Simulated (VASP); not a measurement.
Wanted: the native input for a VASP 6.6.1 run.

- Task: single point
- Functional: PBEsol
- Potentials or basis: VASP PAW PBE potentials, release 64 (Sr_sv, Ti_sv, O)
- Cutoff: 520 eV
- k mesh: 6 × 6 × 6
- Occupations: gaussian, width 0.05 eV
- Spin: no spin polarisation
- Dipole correction: no
- Further INCAR settings: ALGO = Normal; EDIFF = 1e-07; NBANDS = 51

The structure of SrTiO3 lies in POSCAR:

```
SrTiO3
1.0
   -3.8911201354      0.0000000000     -3.8911201354
    0.0000000000     -3.8911201354     -3.8911201354
   -3.8911201354     -3.8911201354      0.0000000000
Sr Ti O
2 2 6
Direct
    0.0000000000      0.0000000000     -0.0008948044
    0.5000000000      0.5000000000      0.5008948044
    0.2500000000      0.2500000000      0.2500000000
    0.7500000000      0.7500000000      0.7500000000
    0.5102219297      0.0102219297      0.4897780703
   -0.0102219297      0.4897780703      0.0102219297
    0.4897780703     -0.0102219297      0.0102219297
    0.0102219297      0.5102219297      0.4897780703
    0.5000000000      0.5000000000      0.0204438594
    1.0000000000      1.0000000000      0.4795561406
```

This cell differs from its parent crystal: atoms displaced along a vibrational mode.

These files were run (other wordings do the same):

INCAR

```
PREC = Accurate
ENCUT = 520
EDIFF = 1E-7
ISMEAR = 0
SIGMA = 0.05
LREAL = False
LASPH = True
NELM = 60
ALGO = Normal
ISIF = 2
LWAVE = False
LCHARG = False
GGA = PS
NBANDS = 51
```

KPOINTS

```
Automatic mesh
0
Gamma
  6 6 6
```

Potentials or basis: VASP PAW PBE potentials, release 64 (Sr_sv, Ti_sv, O).

Launch:

```console
$ cat potpaw_PBE.64/Sr_sv/POTCAR potpaw_PBE.64/Ti_sv/POTCAR potpaw_PBE.64/O/POTCAR > POTCAR
$ mpirun -np 1 vasp_std > vasp.out
```

It gave:

```json
{"Pressure": "0.9 GPa", "Largest force": "1.221 eV/Å", "Band gap on the k mesh": "1.79 eV"}
```

Caveat: the cell differs from its parent crystal (atoms displaced along a vibrational mode); the PAW data sets were made with another functional, which shifts forces and pressure a little.

Run time: 3.8 min on 1 thread of Intel(R) Xeon(R) 6975P-C (Granite Rapids), on a shared host, peak memory 0.4 GiB.
